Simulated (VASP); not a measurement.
# Cu in VASP: further runs, part 2 of 2

VASP 6.6.1. Earlier steps stand in the parts before.

**4. Single point, PBEsol**

INCAR reads:

```
ALGO = Normal ; EDIFF = 1E-6
ENCUT = 520 ; GGA = PS
ISIF = 2 ; ISMEAR = -1
LASPH = True ; LCHARG = False
LREAL = False ; LWAVE = False
NBANDS = 18 ; NELM = 100
PREC = Accurate ; SIGMA = 0.05
```

KPOINTS reads:

```
k-points
0
Gamma
  10 10 6
```

POSCAR reads:

```
Cu
1.0
    2.5340966698     -0.0253409667      0.0000000000
   -1.2889942558      2.2072625750      0.0000000000
    0.0000000000      0.0000000000      4.1125710000
Cu
2
Direct
    0.6666666667      0.3333333333      0.7500000000
    0.3333333333      0.6666666667      0.2500000000
```

Potentials or basis: VASP PAW PBE potentials, release 64 (Cu).

Launch:

```console
> cat potpaw_PBE.64/Cu/POTCAR > POTCAR
> mpirun -np 1 vasp_std > vasp.out
```

OUTCAR:

```text
EDIFF = 1E-6
   ENCUT = 520
   GGA = PS
   ISIF = 2
   ISMEAR = -1
   LASPH = True
   LREAL = False
   NELM = 100
   PREC = Accurate

 ion  position               nearest neighbor table
   1  0.667  0.333  0.750-   2 2.52   2 2.52   2 2.52   2 2.52   2 2.53   2 2.53
   2  0.333  0.667  0.250-   1 2.52   1 2.52   1 2.52   1 2.52   1 2.53   1 2.53

  LATTYP: Found a simple monoclinic cell.
 ALAT       =     2.5121827016
 B/A-ratio  =     1.6370509189
 C/A-ratio  =     1.0087735139
 COS(beta)  =    -0.4869160342

  Lattice vectors:

 A1 = (   1.2451024140,   2.1819216083,   0.0000000000)
 A2 = (   0.0000000000,   0.0000000000,  -4.1125710000)
 A3 = (  -2.5340966698,   0.0253409667,   0.0000000000)

Analysis of symmetry for initial positions (statically):
=====================================================================
 Subroutine PRICEL returns:
 Original cell was already a primitive cell.

 Routine SETGRP: Setting up the symmetry group for a
 simple monoclinic supercell.

 Subroutine GETGRP returns: Found  4 space group operations
 (whereof  2 operations were pure point group operations)
[... 157 lines left out ...]
 Free energy of the ion-electron system (eV)
  ---------------------------------------------------
  ext. energy  EPLUGINS =         0.00000000
  ---------------------------------------------------
  free energy    TOTEN  =        -8.58317682 eV

  energy without entropy =       -8.57535478  energy(sigma->0) =       -8.57926580

 E-fermi :   7.7163     XC(G=0): -13.0970

 val. band max:        7.7118751432   @ k =   0.5000   0.5000   0.0000
 cond. band min:       7.7176135856   @ k =  -0.0000   0.3000   0.3333
 fundamental gap:      0.0057384425
 Fermi energy:         7.7162544781

 k-point     1 :       0.0000    0.0000    0.0000
  band No.  band energies     occupation
      1      -1.8322      2.00000
      2       2.5397      2.00000
      3       4.6661      2.00000
      4       4.6957      2.00000
      5       4.8196      2.00000
      6       4.9019      2.00000
[... 481 lines left out ...]
      5       4.7033      2.00000
      6       4.7774      2.00000
[... 10 lines left out ...]
     17      27.0506      0.00000
     18      29.3456      0.00000

 [... further k-points ...]
[... 5 lines left out ...]
  --------------------------------------------------------------------------------------
  -------------------------------------------------------------------------------------
  Total       -0.0937942     -0.0719335     -0.1013368      0.1216921      0.0000000      0.0000000
  in kB       -6.5711218     -5.0395873     -7.0995526      8.5256198      0.0000000      0.0000000
  external PRESSURE =      -6.2367539 kB  Pullay stress =       0.0000000 kB

 VOLUME and BASIS-vectors are now :
 -----------------------------------------------------------------------------
  energy-cutoff  :      520.00
  volume of cell :       22.87
      direct lattice vectors                 reciprocal lattice vectors
     2.534096670 -0.025340967  0.000000000     0.396935958  0.231802132  0.000000000
    -1.288994256  2.207262575  0.000000000     0.004557111  0.455711115  0.000000000
     0.000000000  0.000000000  4.112571000     0.000000000  0.000000000  0.243156896

 POSITION                                       TOTAL-FORCE (eV/Angst)
 -----------------------------------------------------------------------------------
      1.25973      0.71886      3.08443        -0.031759      0.000381     -0.000000
     -0.01463      1.46306      1.02814         0.031759     -0.000381      0.000000
 -----------------------------------------------------------------------------------
    total drift:                                0.000000     -0.000000      0.000000

  FREE ENERGIE OF THE ION-ELECTRON SYSTEM (eV)
  ---------------------------------------------------
  free  energy   TOTEN  =        -8.5831768178 eV

  energy  without entropy=       -8.5753547823  energy(sigma->0) =       -8.57926580
```

OSZICAR:

```text
N       E                     dE             d eps       ncg     rms          rms(c)
DAV:   1     0.120268098796E+03    0.12027E+03   -0.10545E+04  8136   0.222E+03
DAV:   2    -0.476750973512E+01   -0.12504E+03   -0.11868E+03  7502   0.286E+02
DAV:   3    -0.107244120913E+02   -0.59569E+01   -0.57137E+01  8350   0.848E+01
DAV:   4    -0.107865794764E+02   -0.62167E-01   -0.62124E-01  8808   0.925E+00
DAV:   5    -0.107873597405E+02   -0.78026E-03   -0.78024E-03  9212   0.908E-01    0.119E+01
DAV:   6    -0.945255426110E+01    0.13348E+01   -0.13129E+01  7942   0.106E+02    0.601E+00
DAV:   7    -0.861067623826E+01    0.84188E+00   -0.26155E+00  8104   0.431E+01    0.768E-01
DAV:   8    -0.858799851230E+01    0.22678E-01   -0.21679E-02  9568   0.205E+00    0.514E-01
DAV:   9    -0.858314139928E+01    0.48571E-02   -0.67621E-03  8500   0.238E+00    0.290E-02
DAV:  10    -0.858317433918E+01   -0.32940E-04   -0.23962E-04 11240   0.231E-01    0.540E-03
DAV:  11    -0.858317697647E+01   -0.26373E-05   -0.12687E-06  6324   0.302E-02    0.267E-03
DAV:  12    -0.858317681781E+01    0.15866E-06   -0.67094E-07  4832   0.184E-02
   1 F= -.85831768E+01 E0= -.85792658E+01  d E =-.782204E-02
```

stdout:

```text
POSCAR found type information on POSCAR Cu
 POSCAR found :  1 types and       2 ions
 scaLAPACK will be used
 -----------------------------------------------------------------------------
|                                                                             |
|                                                                             |
|     You enforced a specific xc type in the INCAR file but a different       |
|     I HOPE YOU KNOW WHAT YOU ARE DOING!                                     |
|                                                                             |
 -----------------------------------------------------------------------------

 LDA part: xc-table for (Slater+PW92), standard interpolation
 POSCAR, INCAR and KPOINTS ok, starting setup
 FFT: planning ... GRIDC
 FFT: planning ... GRID_SOFT
 FFT: planning ... GRID
 WAVECAR not read
 entering main loop
```

Run time: 28 s. Hardware: 1 thread of Intel Xeon 6975P-C (Granite Rapids), shared host; peak memory 0.19 GiB.

Results:

```
Free energy            : -8.5832 eV
Pressure               : -0.6 GPa
Largest force          : 0.032 eV/Å
Band gap on the k mesh : zero (band 11 reaches 10.98 eV, above the bottom of band 12 at 5.83 eV)
```

Forces on the atoms (eV/Å):
```
Cu  -0.032  0.000  0.000
Cu   0.032  0.000  0.000
```

Caveat: the PAW data sets were made with another functional, which shifts forces and pressure a little.

**5. The runs side by side**

| cell | gap on the mesh (eV) | pressure (GPa) | largest force (eV/Å) |
| --- | --- | --- | --- |
| a = 2.534, b = 2.534, c = 4.113 Å, angles 90.0, 90.0, 120.0°, 2 atoms | none | -0.7 | - |
| a = 2.535, b = 2.578, c = 4.113 Å, angles 90.0, 90.0, 121.7°, 2 atoms | none | -0.3 | 0.06 |
| a = 2.534, b = 2.556, c = 4.113 Å, angles 90.0, 90.0, 120.9°, 2 atoms | none | -0.6 | 0.03 |

Alike in all rows: task single point; level PBEsol; potentials or basis VASP PAW PBE potentials, release 64 (Cu); no spin polarisation; k mesh 10 × 10 × 6; cutoff (eV) 520; smearing fermi-dirac 0.05 eV.

Caveats: the PAW data sets were made with another functional, which shifts forces and pressure a little.

Total energies depend on the potentials used, so only differences within one code and one set of settings carry meaning.
